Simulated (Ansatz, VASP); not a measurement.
# Zr3SiW: VASP beside Ansatz

```xyz
5
Lattice="5.0013 0.0000 0.0000 0.0000 5.0013 0.0000 0.0000 0.0000 5.0013" Properties=species:S:1:pos:R:3 pbc="T T T"
Zr    0.0000    2.5007    2.5007
Zr    2.5007    2.5007    0.0000
Zr    2.5007    0.0000    2.5007
Si    0.0000    0.0000    0.0000
W     2.5007    2.5007    2.5007
```

Change from the starting cell: species swapped into the LuRh3C type (Pm-3m, No. 221).

Alike in both runs: functional PBE; k mesh 4 × 4 × 4; occupations gaussian, width 0.1 eV; no spin polarisation.

Ansatz relaxed the structure, and its values are those at the end. VASP's run is a single point on that final structure, the one shown.

```csv
,VASP,Ansatz
version,VASP 6.6.1,Ansatz 0.2.0
potentials or method,"VASP PAW PBE potentials, release 64 (Zr_sv, Si, W_sv), cutoff 520 eV","scalar-relativistic, plane waves, PAW"
valence electrons in the cell,54,54
```

```tsv
	VASP	Ansatz	Ansatz less VASP
gap on the k mesh at the Fermi level (eV)	none	none	-
pressure (GPa)	0.4	0.1	-0.27
```

A gap of «none» marks a metal or a gap that the smearing closes.

Neither program's run includes spin-orbit coupling.
